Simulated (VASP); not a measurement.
# BaS (rocksalt type) (Fm-3m) in VASP: notebook

The runs below take BaS (rocksalt type) through single point, with LDA.

Program: VASP 6.6.1. These are calculated values, not measurements. Logs are shortened: lines on timing, memory, paths and dates and some standing lists are left out, and cuts for length are marked.

**1. The cell of the first run**

Symmetry: Fm-3m, No. 225, cubic system. The conventional cell has a = 5.513 Å, b = 5.513 Å, c = 5.513 Å, α = 90.00°, β = 90.00°, γ = 90.00°. Within 3.6 Å of Ba (site symmetry m-3m) lie 6 S at 2.76 Å. S (site symmetry m-3m) has 6 Ba at 2.76 Å within 3.6 Å.

**2. Single point, LDA (20.95 Å³/atom)**

File INCAR:

```
PREC = Accurate ; ENCUT = 500
EDIFF = 1E-6 ; ISMEAR = -1
SIGMA = 0.1 ; LREAL = F
LASPH = T ; NELM = 120
ALGO = Normal ; ISIF = 2
LWAVE = F ; LCHARG = F
NBANDS = 15 ; GGA_COMPAT = F
```

File KPOINTS:

```
regular mesh
0
Gamma
  11 11 11
```

File POSCAR:

```
BaS
1.0
    0.0000000000      2.7567322057      2.7567322057
    2.7567322057      0.0000000000      2.7567322057
    2.7567322057      2.7567322057      0.0000000000
Ba S
1 1
Direct
    0.0000000000      0.0000000000      0.0000000000
    0.5000000000      0.5000000000      0.5000000000
```

Potentials or basis: VASP PAW LDA potentials, release 64 (Ba_sv, S).

Run with:

```bash
$ cat potpaw_LDA.64/Ba_sv/POTCAR potpaw_LDA.64/S/POTCAR > POTCAR
$ mpirun -np 1 vasp_std > vasp.out
```

OUTCAR:

```text
PREC = Accurate
   ENCUT = 500
   EDIFF = 1E-6
   ISMEAR = -1
   LREAL = F
   LASPH = T
   NELM = 120
   ISIF = 2

 ion  position               nearest neighbor table
   1  0.000  0.000  0.000-   2 2.76   2 2.76   2 2.76   2 2.76   2 2.76   2 2.76
   2  0.500  0.500  0.500-   1 2.76   1 2.76   1 2.76   1 2.76   1 2.76   1 2.76

  LATTYP: Found a face centered cubic cell.
 ALAT       =     5.5134644114

  Lattice vectors:

 A1 = (   0.0000000000,   2.7567322057,   2.7567322057)
 A2 = (   2.7567322057,   0.0000000000,   2.7567322057)
 A3 = (   2.7567322057,   2.7567322057,   0.0000000000)

Analysis of symmetry for initial positions (statically):
=====================================================================
 Subroutine PRICEL returns:
 Original cell was already a primitive cell.

 Routine SETGRP: Setting up the symmetry group for a
 face centered cubic supercell.

 Subroutine GETGRP returns: Found 48 space group operations
 (whereof 48 operations were pure point group operations)
 out of a pool of 48 trial point group operations.

The static configuration has the point symmetry O_h .

Analysis of symmetry for dynamics (positions and initial velocities):
=====================================================================
 Subroutine PRICEL returns:
 Original cell was already a primitive cell.

 Routine SETGRP: Setting up the symmetry group for a
 face centered cubic supercell.

 Subroutine GETGRP returns: Found 48 space group operations
 (whereof 48 operations were pure point group operations)
 out of a pool of 48 trial point group operations.

The dynamic configuration has the point symmetry O_h .

 Subroutine INISYM returns: Found 48 space group operations
 (whereof 48 operations are pure point group operations),
 and found     1 'primitive' translations

----------------------------------------------------------------------------------------

                                     Primitive cell

  volume of cell :      41.9000

  direct lattice vectors                    reciprocal lattice vectors
     0.000000000  2.756732206  2.756732206    -0.181374164  0.181374164  0.181374164
     2.756732206  0.000000000  2.756732206     0.181374164 -0.181374164  0.181374164
     2.756732206  2.756732206  0.000000000     0.181374164  0.181374164 -0.181374164

  length of vectors
     3.898608073  3.898608073  3.898608073     0.314149268  0.314149268  0.314149268

  position of ions in fractional coordinates (direct lattice)
     0.000000000  0.000000000  0.000000000
     0.500000000  0.500000000  0.500000000

  ion indices of the primitive-cell ions
   primitive index   ion index
                 1           1
                 2           2

----------------------------------------------------------------------------------------

 KPOINTS: regular mesh

Automatic generation of k-mesh.
 Grid dimensions read from file:
 generate k-points for:   11   11   11

 Generating k-lattice:

  Cartesian coordinates                     Fractional coordinates (reciprocal lattice)
    -0.016488560  0.016488560  0.016488560     0.090909091  0.000000000  0.000000000
     0.016488560 -0.016488560  0.016488560     0.000000000  0.090909091  0.000000000
     0.016488560  0.016488560 -0.016488560     0.000000000  0.000000000  0.090909091

  Length of vectors
     0.028559024  0.028559024  0.028559024

  Shift w.r.t. Gamma in fractional coordinates (k-lattice)
     0.000000000  0.000000000  0.000000000

 Subroutine IBZKPT returns following result:
 ===========================================

 Found     56 irreducible k-points:

 Following reciprocal coordinates:
            Coordinates               Weight
  0.000000  0.000000  0.000000      1.000000
  0.090909  0.000000  0.000000      8.000000
  0.181818  0.000000  0.000000      8.000000
  0.272727  0.000000  0.000000      8.000000
  0.363636  0.000000  0.000000      8.000000
  0.454545  0.000000  0.000000      8.000000
[... 16 lines left out ...]
 -0.272727  0.181818  0.000000     24.000000
 -0.181818  0.181818  0.000000     12.000000
 [... further k-points ...]
   k-points           NKPTS =     56   k-points in BZ     NKDIM =     56   number of bands    NBANDS=     15
   number of dos      NEDOS =    301   number of ions     NIONS =      2
   total plane-waves  NPLWV =  21952
   dimension x,y,z NGX =    28 NGY =   28 NGZ =   28
   dimension x,y,z NGXF=    56 NGYF=   56 NGZF=   56
   ions per type =               1   1
   NGX,Y,Z   is equivalent  to a cutoff of  11.94, 11.94, 11.94 a.u.
   NGXF,Y,Z  is equivalent  to a cutoff of  23.88, 23.88, 23.88 a.u.
 SYSTEM =  unknown system
   PREC   = accura    normal or accurate (medium, high low for compatibility)
   ISTART =      0    job   : 0-new  1-cont  2-samecut
   ICHARG =      2    charge: 1-file 2-atom 10-const
   ISPIN  =      1    spin polarized calculation?
   LNONCOLLINEAR =      F non collinear calculations
   LSORBIT =      F    spin-orbit coupling
   LASPH  =      T    aspherical Exc in radial PAW
   ENCUT  =  500.0 eV  36.75 Ry    6.06 a.u.   7.11  7.11  7.11*2*pi/ulx,y,z
   NELM   =    120;   NELMIN=  2; NELMDL= -5     # of ELM steps
   EDIFF  = 0.1E-05   stopping-criterion for ELM
   LREAL  =      F    real-space projection
   EDIFFG = 0.1E-04   stopping-criterion for IOM
   NSW    =      0    number of steps for IOM
   IBRION =     -1    ionic relax: 0-MD 1-quasi-New 2-CG
   NFREE  =      0    steps in history (QN), initial steepest desc. (CG)
   ISIF   =      2    stress and relaxation
   ISYM   =      2    0-nonsym 1-usesym 2-fastsym
   POTIM  = 0.5000    time-step for ionic-motion
   TEBEG  =    0.0;   TEEND  =   0.0 temperature during run
   PSTRESS=    0.0 pullay stress
   NELECT =      16.0000    total number of electrons
   NUPDOWN=      -1.0000    fix difference up-down
   EMIN   =  10.00;   EMAX   =-10.00  energy-range for DOS
   EFERMI =   0.00;   METHOD = LEGACY
   ISMEAR =    -1;   SIGMA  =   0.10  broadening in eV -4-tet -1-fermi 0-gaus
   EFERMI_NEDOS =   21; number of points for ismear=-14 and -15
   IALGO  =     38    algorithm
   IMIX   =      4    mixing-type and parameters
     AMIX     =   0.40;   BMIX     =  1.00
     AMIX_MAG =   1.60;   BMIX_MAG =  1.00
  volume/ion in A,a.u.               =      20.95       141.38
  Fermi-wavevector in a.u.,A,eV,Ry     =   1.187710  2.244446 19.193112  1.410654
  Thomas-Fermi vector in A             =   2.323855
   LORBIT       =      0    0 simple, 1 ext, 2 COOP (PROOUT), +10 PAW based schemes
   GGA     = CA    functional components
   LHFCALC =     F    Hartree Fock is set to
   AEXX    =    0.0000 exact exchange contribution
   IVDW    =     0    specifies the selected vdW correction
   LEPSILON=     F    determine dielectric tensor
   LRPA    =     F    only Hartree local field effects (RPA)
 non-spin polarized calculation
  energy-cutoff  :      500.00
  volume of cell :       41.90
 maximum number of plane-waves:      1074
   NGX = 15   NGY = 15   NGZ = 15

 number of electron      16.0000000 magnetization

 Free energy of the ion-electron system (eV)
  ---------------------------------------------------
  ext. energy  EPLUGINS =         0.00000000
  ---------------------------------------------------
  free energy    TOTEN  =        -8.96660118 eV

  energy without entropy =       -8.95862761  energy(sigma->0) =       -8.96261439

 E-fermi :   5.1430     XC(G=0): -10.9096

 val. band max:        5.1221612996   @ k =  -0.4545   0.4545   0.0000
 cond. band min:       5.1500052202   @ k =   0.3636   0.3636   0.0000
 fundamental gap:      0.0278439206
 Fermi energy:         5.1429836118

 k-point     1 :       0.0000    0.0000    0.0000
  band No.  band energies     occupation
      1     -20.9799      2.00000
      2      -6.6676      2.00000
      3      -5.7125      2.00000
      4      -5.7125      2.00000
      5      -5.7125      2.00000
      6       4.3379      1.99936
      7       4.3379      1.99936
      8       4.3379      1.99936
      9       7.5707      0.00000
     10       7.5707      0.00000
     11       7.5707      0.00000
     12       9.1307      0.00000
     13       9.1307      0.00000
     14      10.3173      0.00000
     15      13.1334      0.00000

 k-point     2 :       0.0909    0.0000    0.0000
  band No.  band energies     occupation
      1     -20.9523      2.00000
      2      -7.2405      2.00000
      3      -5.7214      2.00000
      4      -5.7214      2.00000
      5      -5.1600      2.00000
      6       3.9736      1.99998
      7       4.0200      1.99997
      8       4.0200      1.99997
      9       7.6357      0.00000
     10       7.7769      0.00000
     11       7.7769      0.00000
     12       9.6557      0.00000
     13       9.6557      0.00000
     14      10.7410      0.00000
     15      13.6785      0.00000

 k-point     3 :       0.1818    0.0000    0.0000
  band No.  band energies     occupation
      1     -20.8768      2.00000
      2      -8.0703      2.00000
      3      -5.7445      2.00000
      4      -5.7445      2.00000
      5      -4.3830      2.00000
      6       3.1703      2.00000
      7       3.3603      2.00000
      8       3.3603      2.00000
      9       7.8673      0.00000
     10       8.3619      0.00000
     11       8.3619      0.00000
     12      10.9562      0.00000
     13      10.9562      0.00000
     14      11.7677      0.00000
     15      15.1503      0.00000
[... 343 lines left out ...]
 k-point    23 :      -0.2727    0.1818    0.0000
  band No.  band energies     occupation
      1     -20.6540      2.00000
      2      -9.0980      2.00000
      3      -6.5029      2.00000
      4      -5.7700      2.00000
      5      -3.4849      2.00000
      6       1.6693      2.00000
      7       2.1519      2.00000
      8       3.9122      1.99999
      9       8.6509      0.00000
     10       9.5728      0.00000
     11      11.2650      0.00000
     12      12.1735      0.00000
     13      13.1022      0.00000
     14      16.1589      0.00000
     15      17.2396      0.00000

 k-point    24 :      -0.1818    0.1818    0.0000
  band No.  band energies     occupation
      1     -20.7421      2.00000
      2      -8.7621      2.00000
      3      -6.3011      2.00000
      4      -5.6896      2.00000
      5      -3.6498      2.00000
      6       1.9319      2.00000
      7       2.3391      2.00000
      8       4.0687      1.99996
      9       8.0888      0.00000
     10       8.7861      0.00000
     11      10.5059      0.00000
     12      11.0369      0.00000
     13      13.3743      0.00000
     14      14.2598      0.00000
     15      17.1752      0.00000

 [... further k-points ...]

------------------------ aborting loop because EDIFF is reached ----------------------------------------

  FORCE on cell =-STRESS in cart. coord.  units (eV):
  Direction    XX          YY          ZZ          XY          YZ          ZX
  --------------------------------------------------------------------------------------
  -------------------------------------------------------------------------------------
  Total       12.6014407     12.6014407     12.6014407      0.0000000     -0.0000000      0.0000000
  in kB      481.8557528    481.8557528    481.8557528      0.0000000     -0.0000000      0.0000000
  external PRESSURE =     481.8557528 kB  Pullay stress =       0.0000000 kB

 VOLUME and BASIS-vectors are now :
 -----------------------------------------------------------------------------
  energy-cutoff  :      500.00
  volume of cell :       41.90
      direct lattice vectors                 reciprocal lattice vectors
     0.000000000  2.756732206  2.756732206    -0.181374164  0.181374164  0.181374164
     2.756732206  0.000000000  2.756732206     0.181374164 -0.181374164  0.181374164
     2.756732206  2.756732206  0.000000000     0.181374164  0.181374164 -0.181374164

 POSITION                                       TOTAL-FORCE (eV/Angst)
 -----------------------------------------------------------------------------------
      0.00000      0.00000      0.00000         0.000000      0.000000      0.000000
      2.75673      2.75673      2.75673        -0.000000     -0.000000     -0.000000
 -----------------------------------------------------------------------------------
    total drift:                                0.000000      0.000000      0.000000

  FREE ENERGIE OF THE ION-ELECTRON SYSTEM (eV)
  ---------------------------------------------------
  free  energy   TOTEN  =        -8.9666011776 eV

  energy  without entropy=       -8.9586276123  energy(sigma->0) =       -8.96261439
```

It took 19 s on 1 thread of Intel Xeon Platinum 8375C at 2.90GHz (Ice Lake), shared host; peak memory 0.16 GiB.

What came out:

| Property | Result |
| --- | --- |
| Free energy | -8.9666 eV |
| Pressure | 48.2 GPa |
| Band gap on the k mesh | zero (bands 8 and 9 overlap by 0.15 eV) |

Caveat: the cell stands under pressure; semilocal functionals underestimate gaps, and a narrow one can read as zero; spin-orbit coupling is left out, which moves the levels of the heavy elements.

(Continued in part 2 of 2.)

The gap in the log of VASP goes by the Fermi energy; the results here count the filled bands.